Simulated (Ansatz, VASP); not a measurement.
**TiAl in VASP and in Ansatz**

The input POSCAR:

```
TiAl
1.0
    3.1790640000      0.0000000000      0.0000000000
    0.0000000000      3.1790640000      0.0000000000
    0.0000000000      0.0000000000      3.1790640000
Ti Al
1 1
Direct
    0.0000000000      0.0000000000      0.0000000000
    0.5000000000      0.5000000000      0.5000000000
```

The input INCAR.step1:

```
SYSTEM = TiAl
PREC = Accurate ; ENCUT = 600
ISMEAR = -1 ; SIGMA = 0.05
LREAL = .False. ; LASPH = .True.
NELM = 100 ; GGA = PE
ALGO = Normal ; EDIFF = 1E-4
LWAVE = .True. ; LCHARG = .False.
```

File INCAR.step2:

```
SYSTEM = TiAl
PREC = Accurate ; ENCUT = 600
EDIFF = 1E-7 ; ISMEAR = -1
SIGMA = 0.05 ; LREAL = .False.
LASPH = .True. ; NELM = 100
ALGO = Normal ; ISIF = 3
LWAVE = .False. ; LCHARG = .False.
METAGGA = R2SCAN ; LMIXTAU = .True.
IBRION = 2 ; NSW = 60
EDIFFG = -0.01 ; ISTART = 1
```

File KPOINTS:

```
regular mesh
0
Gamma
  8 8 8
  0 0 0
```

The input input.yaml:

```yaml
crystal:
  lattice:
    - [3.179064, 0.0, 0.0]
    - [0.0, 3.179064, 0.0]
    - [0.0, 0.0, 3.179064]
  atoms:
    - { symbol: Ti, position: [0.0, 0.0, 0.0] }
    - { symbol: Al, position: [0.5, 0.5, 0.5] }
hamiltonian:
  xc: r2scan
  pseudopotentials: { kind: paw }
kpoints:
  mp_grid: { grid: [8, 8, 8] }
scf:
  occupations: { method: fermi_dirac, width: 0.05 }
output:
  forces: true
  stress: true
  eigenvalues: true
relax:
  f_tol: 0.01
  max_steps: 40
  cell: { stress_tol: 0.05 }
```

Alike in both runs: task relaxation of cell and atoms; functional r2SCAN; k mesh 8 × 8 × 8; occupations fermi-dirac, width 0.05 eV; no spin polarisation.

|  | VASP | Ansatz |
| --- | --- | --- |
| version | VASP 6.6.1 | Ansatz 0.2.0 |
| potentials or method | VASP PAW PBE potentials, release 64 (Ti_sv, Al) | Ansatz PAW |
| plane-wave cutoff (eV) | 600 | 500 |
| valence electrons in the cell | 15 | 15 |

|  | VASP | Ansatz | Ansatz less VASP |
| --- | --- | --- | --- |
| gap on the k mesh at the Fermi level, each at its own relaxed structure (eV) | none | none | - |
| relaxed volume (Å³/atom) | 15.99 | 15.97 | -0.018 |
| relaxed cell length with the largest relative difference (Å) | 3.174 | 3.173 | -0.0012 |

VASP's potentials were made for PBE, not for r2SCAN. A gap of «none» marks a metal or a gap that the smearing closes.

Noted on Ansatz's run: the plane-wave basis is chosen anew once the cell has moved, so the energies of steps on either side of that aren't comparable.
